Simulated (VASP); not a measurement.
## Y: relaxation of cell and atoms with r2SCAN

Y:

```
Y
1.0
     0.00000    2.55045    2.55045
     2.55045    0.00000    2.55045
     2.55045    2.55045    0.00000
Y
1
Direct
  0.00000 0.00000 0.00000
```

```
Program                : VASP 6.6.1
Task                   : relaxation of cell and atoms
Functional             : r2SCAN
Potentials or basis    : VASP PAW PBE potentials, release 64 (Y_sv)
Cutoff                 : 600 eV
k mesh                 : 14 × 14 × 14
Occupations            : gaussian, width 0.1 eV
Spin                   : no spin polarisation
Dipole correction      : no
Further INCAR settings : ALGO = Normal; EDIFF = 1e-06; IBRION = 2; EDIFFG = -0.005; NSW = 100; ISIF = 3
```

- Relaxed volume: 33.27 Å³/atom
- Relaxed cell: a = 3.610 Å, b = 3.610 Å, c = 3.610 Å, α = 60.00°, β = 60.00°, γ = 60.00°
- Space group after relaxing (to 0.05 Å): Fm-3m (No. 225)
- Energy gained by relaxing: 0.0 meV/atom
- Ionic steps: 2
- Pressure after relaxing: 0.0 GPa

Final structure:
```
Y
1.0
     0.00000    2.55285    2.55285
     2.55285    0.00000    2.55285
     2.55285    2.55285    0.00000
Y
1
Cartesian
  2.5528 2.5528 0.0000
```

Levels at points of the mesh, in eV from the Fermi level:
```
           k point  band 1  band 2  band 3  band 4  band 5  band 6  band 7  band 8  band 9
(0.00, 0.00, 0.00)  -44.24  -23.29  -23.29  -23.29   -4.98    2.02    2.02    2.02    4.10
(0.50, 0.00, 0.00)  -44.18  -23.85  -23.36  -23.36   -1.98    0.37    1.84    1.84    5.52
(0.50, 0.50, 0.00)  -44.16  -23.81  -23.49  -23.49   -1.76   -0.81    1.92    5.55    5.92
```

Wall time 3.4 min on 1 thread of Intel(R) Xeon(R) Platinum 8488C (Sapphire Rapids), with other jobs on the host, peak memory 0.22 GiB.

Caveat: the PAW data sets were made with another functional, which shifts forces and pressure a little.
